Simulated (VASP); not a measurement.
Runs of VASP 6.6.1 on NiO2. The structure is that of space group P-3m1 (No. 164), or close to it. The cells are those of the table. 

```tsv
task	cell	k mesh	cutoff (eV)	smearing	gap on the mesh (eV)	pressure (GPa)	relaxed volume (Å³/atom)	largest force (eV/Å)
single point	a = 2.774, b = 2.774, c = 4.475 Å, angles 90.0, 90.0, 120.0°, 3 atoms	12 × 12 × 6	520	gaussian 0.02 eV	1.34	2.3	-	0.14
relaxation of shape and atoms at fixed volume	relaxed from a = 2.804, b = 2.804, c = 4.788 Å, angles 90.0, 90.0, 120.0°, 3 atoms	12 × 12 × 6	600	gaussian 0.02 eV	1.48	-0.9	-	-
relaxation of shape and atoms at fixed volume	relaxed from a = 2.804, b = 2.804, c = 4.653 Å, angles 90.0, 90.0, 120.0°, 3 atoms	12 × 12 × 6	600	gaussian 0.02 eV	1.43	-0.9	-	-
single point	a = 2.777, b = 2.777, c = 4.742 Å, angles 90.0, 90.0, 120.0°, 3 atoms	12 × 12 × 6	520	gaussian 0.02 eV	1.45	1.1	-	0.13
single point	a = 2.776, b = 2.776, c = 4.607 Å, angles 90.0, 90.0, 120.0°, 3 atoms	12 × 12 × 8	520	gaussian 0.05 eV	(b)	1.6	-	0.14
single point	a = 2.778, b = 2.778, c = 4.878 Å, angles 90.0, 90.0, 120.0°, 3 atoms	12 × 12 × 6	520	gaussian 0.02 eV	(c)	0.8	-	0.13
relaxation of shape and atoms at fixed volume	relaxed from a = 2.745, b = 2.745, c = 4.429 Å, angles 90.0, 90.0, 120.0°, 3 atoms	12 × 12 × 6	600	gaussian 0.02 eV	1.26	1.6	-	0.01
relaxation of cell and atoms	relaxed from a = 2.799, b = 2.799, c = 4.618 Å, angles 90.0, 90.0, 120.0°, 3 atoms	12 × 12 × 6	600	gaussian 0.02 eV	1.34	0.0	10.05	-
single point	a = 2.776, b = 2.776, c = 4.607 Å, angles 90.0, 90.0, 120.0°, 3 atoms	12 × 12 × 6	520	gaussian 0.02 eV	(a)	1.6	-	0.14
single point	a = 2.771, b = 2.771, c = 4.348 Å, angles 90.0, 90.0, 120.0°, 3 atoms	12 × 12 × 6	520	gaussian 0.02 eV	1.29	3.6	-	0.14
relaxation of shape and atoms at fixed volume	relaxed from a = 2.748, b = 2.748, c = 4.560 Å, angles 90.0, 90.0, 120.0°, 3 atoms	12 × 12 × 6	600	gaussian 0.02 eV	1.32	0.3	9.94	-
```

Alike in all rows: level r2SCAN; potentials or basis VASP PAW PBE potentials, release 64 (Ni, O); no spin polarisation.

Estimate the missing entries.

(a) 1.40; (b) 1.41; (c) 1.50.

Caveats: the PAW data sets were made with another functional, which shifts forces and pressure a little.

A k mesh can miss the band edges.
